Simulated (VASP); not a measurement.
# KTaO3 (Pm-3m) in VASP: single point with PBE

Aim: the single point of KTaO3 with PBE.

Everything below comes from runs of VASP 6.6.1. Logs are shortened: lines on timing, memory, paths and dates and some standing lists are left out, and cuts for length are marked.

**1. The cell of the first run**

It takes space group Pm-3m (No. 221, cubic). Conventional cell: a = 3.988 Å, b = 3.988 Å, c = 3.988 Å, α = 90.00°, β = 90.00°, γ = 90.00°. K (site symmetry m-3m) has 12 O at 2.82 Å and 8 Ta at 3.45 Å within 3.7 Å. Within 2.6 Å of Ta (site symmetry m-3m) lie 6 O at 1.99 Å. Within 2.6 Å of O (site symmetry 4/mmm) lie 2 Ta at 1.99 Å.

**2. Single point, PBE**

Contents of INCAR:

```
  PREC = Accurate
  ENCUT = 600
  EDIFF = 1E-6
  ISMEAR = 0
  SIGMA = 0.01
  LREAL = False
  LASPH = True
  NELM = 120
  ALGO = Normal
  ISIF = 2
  LWAVE = False
  LCHARG = False
  GGA = PE
  NBANDS = 27
  GGA_COMPAT = False
```

Contents of KPOINTS:

```
regular mesh
0
Gamma
  5 5 5
```

Contents of POSCAR:

```
KTaO3
1.0
    3.9883000000      0.0000000000      0.0000000000
    0.0000000000      3.9883000000      0.0000000000
    0.0000000000      0.0000000000      3.9883000000
K Ta O
1 1 3
Direct
    0.5000000000      0.5000000000      0.5000000000
    0.0000000000      0.0000000000      0.0000000000
    0.5000000000      0.0000000000      0.0000000000
    0.0000000000      0.5000000000      0.0000000000
    0.0000000000      0.0000000000      0.5000000000
```

Potentials or basis: VASP PAW PBE potentials, release 64 (K_sv, Ta_pv, O).

Started as:

```console
cat potpaw_PBE.64/K_sv/POTCAR potpaw_PBE.64/Ta_pv/POTCAR potpaw_PBE.64/O/POTCAR > POTCAR
mpirun -np 1 vasp_std > vasp.out
```

OUTCAR:

```text
PREC = Accurate
   ENCUT = 600
   EDIFF = 1E-6
   ISMEAR = 0
   LREAL = False
   LASPH = True
   NELM = 120
   ISIF = 2
   GGA = PE

 ion  position               nearest neighbor table
   1  0.500  0.500  0.500-   3 2.82   4 2.82   5 2.82   3 2.82   4 2.82   3 2.82   5 2.82   3 2.82
                             4 2.82   5 2.82   4 2.82   5 2.82   2 3.45   2 3.45   2 3.45   2 3.45
   2  0.000  0.000  0.000-   3 1.99   4 1.99   5 1.99   5 1.99   4 1.99   3 1.99   1 3.45   1 3.45
                             1 3.45   1 3.45   1 3.45   1 3.45   1 3.45   1 3.45
   3  0.500  0.000  0.000-   2 1.99   2 1.99   1 2.82   1 2.82   1 2.82   1 2.82
   4  0.000  0.500  0.000-   2 1.99   2 1.99   1 2.82   1 2.82   1 2.82   1 2.82
   5  0.000  0.000  0.500-   2 1.99   2 1.99   1 2.82   1 2.82   1 2.82   1 2.82

  LATTYP: Found a simple cubic cell.
 ALAT       =     3.9883000000

  Lattice vectors:

 A1 = (   3.9883000000,   0.0000000000,   0.0000000000)
 A2 = (   0.0000000000,   3.9883000000,   0.0000000000)
 A3 = (   0.0000000000,   0.0000000000,   3.9883000000)

Analysis of symmetry for initial positions (statically):
=====================================================================
 Subroutine PRICEL returns:
 Original cell was already a primitive cell.

 Routine SETGRP: Setting up the symmetry group for a
 simple cubic supercell.

 Subroutine GETGRP returns: Found 48 space group operations
 (whereof 48 operations were pure point group operations)
 out of a pool of 48 trial point group operations.

The static configuration has the point symmetry O_h .

Analysis of symmetry for dynamics (positions and initial velocities):
=====================================================================
 Subroutine PRICEL returns:
 Original cell was already a primitive cell.

 Routine SETGRP: Setting up the symmetry group for a
 simple cubic supercell.

 Subroutine GETGRP returns: Found 48 space group operations
 (whereof 48 operations were pure point group operations)
 out of a pool of 48 trial point group operations.

The dynamic configuration has the point symmetry O_h .

 Subroutine INISYM returns: Found 48 space group operations
 (whereof 48 operations are pure point group operations),
 and found     1 'primitive' translations

----------------------------------------------------------------------------------------

                                     Primitive cell

  volume of cell :      63.4400

  direct lattice vectors                    reciprocal lattice vectors
     3.988300000  0.000000000  0.000000000     0.250733395  0.000000000  0.000000000
     0.000000000  3.988300000  0.000000000     0.000000000  0.250733395  0.000000000
     0.000000000  0.000000000  3.988300000     0.000000000  0.000000000  0.250733395

  length of vectors
     3.988300000  3.988300000  3.988300000     0.250733395  0.250733395  0.250733395

  position of ions in fractional coordinates (direct lattice)
     0.500000000  0.500000000  0.500000000
     0.000000000  0.000000000  0.000000000
     0.500000000  0.000000000  0.000000000
     0.000000000  0.500000000  0.000000000
     0.000000000  0.000000000  0.500000000

  ion indices of the primitive-cell ions
   primitive index   ion index
                 1           1
                 2           2
                 3           3
                 4           4
                 5           5

----------------------------------------------------------------------------------------

 KPOINTS: regular mesh

Automatic generation of k-mesh.
 Grid dimensions read from file:
 generate k-points for:    5    5    5

 Generating k-lattice:

  Cartesian coordinates                     Fractional coordinates (reciprocal lattice)
     0.050146679  0.000000000  0.000000000     0.200000000  0.000000000  0.000000000
     0.000000000  0.050146679  0.000000000     0.000000000  0.200000000  0.000000000
     0.000000000  0.000000000  0.050146679     0.000000000  0.000000000  0.200000000

  Length of vectors
     0.050146679  0.050146679  0.050146679

  Shift w.r.t. Gamma in fractional coordinates (k-lattice)
     0.000000000  0.000000000  0.000000000

 Subroutine IBZKPT returns following result:
 ===========================================

 Found     10 irreducible k-points:

 Following reciprocal coordinates:
            Coordinates               Weight
  0.000000  0.000000  0.000000      1.000000
  0.200000  0.000000  0.000000      6.000000
  0.400000  0.000000  0.000000      6.000000
  0.200000  0.200000  0.000000     12.000000
  0.400000  0.200000  0.000000     24.000000
  0.400000  0.400000  0.000000     12.000000
  0.200000  0.200000  0.200000      8.000000
  0.400000  0.200000  0.200000     24.000000
  0.400000  0.400000  0.200000     24.000000
  0.400000  0.400000  0.400000      8.000000
   k-points           NKPTS =     10   k-points in BZ     NKDIM =     10   number of bands    NBANDS=     27
   number of dos      NEDOS =    301   number of ions     NIONS =      5
   total plane-waves  NPLWV =  32768
   dimension x,y,z NGX =    32 NGY =   32 NGZ =   32
   dimension x,y,z NGXF=    64 NGYF=   64 NGZF=   64
   ions per type =               1   1   3
   NGX,Y,Z   is equivalent  to a cutoff of  13.34, 13.34, 13.34 a.u.
   NGXF,Y,Z  is equivalent  to a cutoff of  26.68, 26.68, 26.68 a.u.
 SYSTEM =  unknown system
   PREC   = accura    normal or accurate (medium, high low for compatibility)
   ISTART =      0    job   : 0-new  1-cont  2-samecut
   ICHARG =      2    charge: 1-file 2-atom 10-const
   ISPIN  =      1    spin polarized calculation?
   LNONCOLLINEAR =      F non collinear calculations
   LSORBIT =      F    spin-orbit coupling
   LASPH  =      T    aspherical Exc in radial PAW
   ENCUT  =  600.0 eV  44.10 Ry    6.64 a.u.   7.97  7.97  7.97*2*pi/ulx,y,z
   NELM   =    120;   NELMIN=  2; NELMDL= -5     # of ELM steps
   EDIFF  = 0.1E-05   stopping-criterion for ELM
   LREAL  =      F    real-space projection
   EDIFFG = 0.1E-04   stopping-criterion for IOM
   NSW    =      0    number of steps for IOM
   IBRION =     -1    ionic relax: 0-MD 1-quasi-New 2-CG
   NFREE  =      0    steps in history (QN), initial steepest desc. (CG)
   ISIF   =      2    stress and relaxation
   ISYM   =      2    0-nonsym 1-usesym 2-fastsym
   POTIM  = 0.5000    time-step for ionic-motion
   TEBEG  =    0.0;   TEEND  =   0.0 temperature during run
   PSTRESS=    0.0 pullay stress
   NELECT =      38.0000    total number of electrons
   NUPDOWN=      -1.0000    fix difference up-down
   EMIN   =  10.00;   EMAX   =-10.00  energy-range for DOS
   EFERMI =   0.00;   METHOD = LEGACY
   ISMEAR =     0;   SIGMA  =   0.01  broadening in eV -4-tet -1-fermi 0-gaus
   EFERMI_NEDOS =   21; number of points for ismear=-14 and -15
   IALGO  =     38    algorithm
   IMIX   =      4    mixing-type and parameters
     AMIX     =   0.40;   BMIX     =  1.00
     AMIX_MAG =   1.60;   BMIX_MAG =  1.00
  volume/ion in A,a.u.               =      12.69        85.62
  Fermi-wavevector in a.u.,A,eV,Ry     =   1.380008  2.607837 25.911228  1.904422
  Thomas-Fermi vector in A             =   2.504925
   LORBIT       =      0    0 simple, 1 ext, 2 COOP (PROOUT), +10 PAW based schemes
   GGA     = PE    functional components
   LHFCALC =     F    Hartree Fock is set to
   AEXX    =    0.0000 exact exchange contribution
   IVDW    =     0    specifies the selected vdW correction
   LEPSILON=     F    determine dielectric tensor
   LRPA    =     F    only Hartree local field effects (RPA)
 non-spin polarized calculation
 Gauss-broadening in eV      SIGMA  =   0.01
  energy-cutoff  :      600.00
  volume of cell :       63.44
 maximum number of plane-waves:      2139
 NGX is ok and might be reduce to    32
   NGX = 15   NGY = 15   NGZ = 15

 number of electron      37.9999990 magnetization

 Free energy of the ion-electron system (eV)
  ---------------------------------------------------
  ext. energy  EPLUGINS =         0.00000000
  ---------------------------------------------------
  free energy    TOTEN  =       -41.03329101 eV

  energy without entropy =      -41.03329101  energy(sigma->0) =      -41.03329101

 E-fermi :   1.7737     XC(G=0): -10.8737

 val. band max:        1.6899003507   @ k =   0.4000   0.4000   0.4000
 cond. band min:       3.9747228389   @ k =   0.0000   0.0000   0.0000
 fundamental gap:      2.2848224882
 Fermi energy:         1.7736972792

 k-point     1 :       0.0000    0.0000    0.0000
  band No.  band energies     occupation
      1     -32.3275      2.00000
      2     -32.3275      2.00000
      3     -32.3275      2.00000
      4     -25.5202      2.00000
      5     -15.7501      2.00000
      6     -15.0433      2.00000
[... 19 lines left out ...]
     26       9.8660      0.00000
     27       9.8660      0.00000

 k-point     2 :       0.2000    0.0000    0.0000
  band No.  band energies     occupation
      1     -32.3591      2.00000
      2     -32.3263      2.00000
      3     -32.3263      2.00000
      4     -25.5106      2.00000
      5     -15.6653      2.00000
      6     -15.0354      2.00000
[... 19 lines left out ...]
     26      10.3391      0.00000
     27      10.5121      0.00000

 k-point     3 :       0.4000    0.0000    0.0000
  band No.  band energies     occupation
      1     -32.4095      2.00000
      2     -32.3243      2.00000
      3     -32.3243      2.00000
      4     -25.4950      2.00000
      5     -15.6426      2.00000
      6     -15.0226      2.00000
[... 174 lines left out ...]
      1     -32.4042      2.00000
      2     -32.4040      2.00000
      3     -32.3523      2.00000
      4     -25.4757      2.00000
      5     -14.9505      2.00000
      6     -14.2997      2.00000
[... 19 lines left out ...]
     26      12.1541      0.00000
     27      12.6442      0.00000

 k-point    10 :       0.4000    0.4000    0.4000
  band No.  band energies     occupation
      1     -32.4020      2.00000
      2     -32.4018      2.00000
      3     -32.4018      2.00000
      4     -25.4671      2.00000
      5     -14.3301      2.00000
      6     -14.2185      2.00000
[... 19 lines left out ...]
     26      13.1187      0.00000
     27      13.6026      0.00000

------------------------ aborting loop because EDIFF is reached ----------------------------------------

  FORCE on cell =-STRESS in cart. coord.  units (eV):
  Direction    XX          YY          ZZ          XY          YZ          ZX
  --------------------------------------------------------------------------------------
  -------------------------------------------------------------------------------------
  Total        2.3386665      2.3386665      2.3386665      0.0000000      0.0000000      0.0000000
  in kB       59.0629892     59.0629892     59.0629892      0.0000000      0.0000000      0.0000000
  external PRESSURE =      59.0629892 kB  Pullay stress =       0.0000000 kB

 VOLUME and BASIS-vectors are now :
 -----------------------------------------------------------------------------
  energy-cutoff  :      600.00
  volume of cell :       63.44
      direct lattice vectors                 reciprocal lattice vectors
     3.988300000  0.000000000  0.000000000     0.250733395  0.000000000  0.000000000
     0.000000000  3.988300000  0.000000000     0.000000000  0.250733395  0.000000000
     0.000000000  0.000000000  3.988300000     0.000000000  0.000000000  0.250733395

 POSITION                                       TOTAL-FORCE (eV/Angst)
 -----------------------------------------------------------------------------------
      1.99415      1.99415      1.99415         0.000000      0.000000      0.000000
      0.00000      0.00000      0.00000         0.000000      0.000000      0.000000
      1.99415      0.00000      0.00000         0.000000      0.000000      0.000000
      0.00000      1.99415      0.00000         0.000000      0.000000      0.000000
      0.00000      0.00000      1.99415         0.000000      0.000000      0.000000
 -----------------------------------------------------------------------------------
    total drift:                                0.000000      0.000000     -0.000000

  FREE ENERGIE OF THE ION-ELECTRON SYSTEM (eV)
  ---------------------------------------------------
  free  energy   TOTEN  =       -41.0332910073 eV

  energy  without entropy=      -41.0332910073  energy(sigma->0) =      -41.03329101
```

Wall time 18 s (1 thread of Intel Xeon Platinum 8559C (Emerald Rapids), shared host); peak memory 0.18 GiB.

Results:

| Item | Value |
| --- | --- |
| Free energy | -41.0333 eV |
| Pressure | 5.9 GPa |
| Band gap on the k mesh | 2.28 eV (least direct gap 2.79 eV) |

Levels at points of the mesh, in eV from the valence-band top:
| k point | band 16 | band 17 | band 18 | band 19 | band 20 | band 21 | band 22 | band 23 |
| --- | --- | --- | --- | --- | --- | --- | --- | --- |
| (0.00, 0.00, 0.00) | -0.95 | -0.51 | -0.51 | -0.51 | 2.28 | 2.28 | 2.28 | 6.74 |

Caveat: the cell stands under pressure; spin-orbit coupling is left out, which moves the levels of the heavy elements; an odd mesh through Γ misses points on the zone boundary, where band edges can lie.
